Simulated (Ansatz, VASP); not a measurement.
**Mg in VASP and in Ansatz**

```
CELL_PARAMETERS angstrom
2.92829 0.00000 0.00000
-1.46414 2.53597 0.00000
0.00000 0.00000 3.28842
ATOMIC_POSITIONS crystal
Mg 0.00000 0.00000 0.00000
```

Change from the starting cell: strain -0.040 along x and y, +0.080 along z, atoms carried along.

Alike in both runs: task single point; functional PBE; k mesh 18 × 18 × 16; occupations gaussian, width 0.15 eV; no spin polarisation.

|  | VASP | Ansatz |
| --- | --- | --- |
| version | VASP 6.6.1 | Ansatz 0.2.0 |
| potentials or method | VASP PAW PBE potentials, release 64 (Mg), cutoff 520 eV | scalar-relativistic, plane waves, PAW |
| valence electrons in the cell | 2 | 10 |

Ansatz gave:

```
gap on the k mesh at the Fermi level (eV)                     : none
pressure (GPa)                                                : 3.2
traceless stress, the component that is largest in VASP (GPa) : -5.82
```

Q: Estimate VASP's values.

A: gap on the k mesh at the Fermi level (eV): none; pressure (GPa): 3.2; traceless stress, the component that is largest in VASP (GPa): -5.81.

A gap of «none» marks a metal or a gap that the smearing closes. The functional is the same, so the differences come from potentials, cutoffs and numerics. VASP's potentials hold 2 valence electrons a cell and Ansatz's 10, so a difference there can come from the potentials and not from the codes.
